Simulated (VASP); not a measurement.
Wanted: the native input for a VASP 6.6.1 run.

```yaml
Task: single point
Functional: PBE
Potentials_or_basis: VASP PAW PBE potentials, release 64 (Hf_pv, N)
Cutoff: 520 eV
k_mesh: 18 × 18 × 18
Occupations: gaussian, width 0.15 eV
Spin: no spin polarisation
Dipole_correction: no
Further_INCAR_settings: ALGO = Normal; EDIFF = 1e-07; NBANDS = 14
```

The structure of HfN lies in POSCAR:

```
HfN
1.0
    0.0000000000      2.2251150000      2.2251150000
    2.2590000000     -0.0338850000      2.2590000000
    2.2590000000      2.2590000000     -0.0338850000
Hf N
1 1
Direct
    0.0000000000      0.0000000000      0.0000000000
    0.5000000000      0.5000000000      0.5000000000
```

This cell differs from its parent crystal: strain -0.0300 x Voigt [0, 0, 0, 1, 0, 0].

These files were run (other wordings do the same):

INCAR

```
SYSTEM = HfN
PREC = Accurate
ENCUT = 520
EDIFF = 1E-7
ISMEAR = 0
SIGMA = 0.15
LREAL = .FALSE.
LASPH = .TRUE.
NELM = 60
ALGO = Normal
ISIF = 2
LWAVE = .FALSE.
LCHARG = .FALSE.
GGA = PE
NBANDS = 14
```

KPOINTS

```
regular mesh
0
G
  18 18 18
  0 0 0
```

Potentials or basis: VASP PAW PBE potentials, release 64 (Hf_pv, N).

Command:

```sh
$ cat potpaw_PBE.64/Hf_pv/POTCAR potpaw_PBE.64/N/POTCAR > POTCAR
$ mpirun -np 1 vasp_std > vasp.out
```

Results of the run:

* Pressure: 3.1 GPa
* Band gap on the k mesh: zero (an odd number of electrons rules out a gap without spin polarisation)

Caveat: the cell differs from its parent crystal (strain -0.0300 x Voigt [0, 0, 0, 1, 0, 0]); the cell stands under pressure; spin-orbit coupling is left out, which moves the levels of the heavy elements.

Run time: 3.8 min on 1 thread of Intel(R) Xeon(R) Platinum 8375C CPU @ 2.90GHz (Ice Lake), with other jobs on the host, peak memory 0.39 GiB.
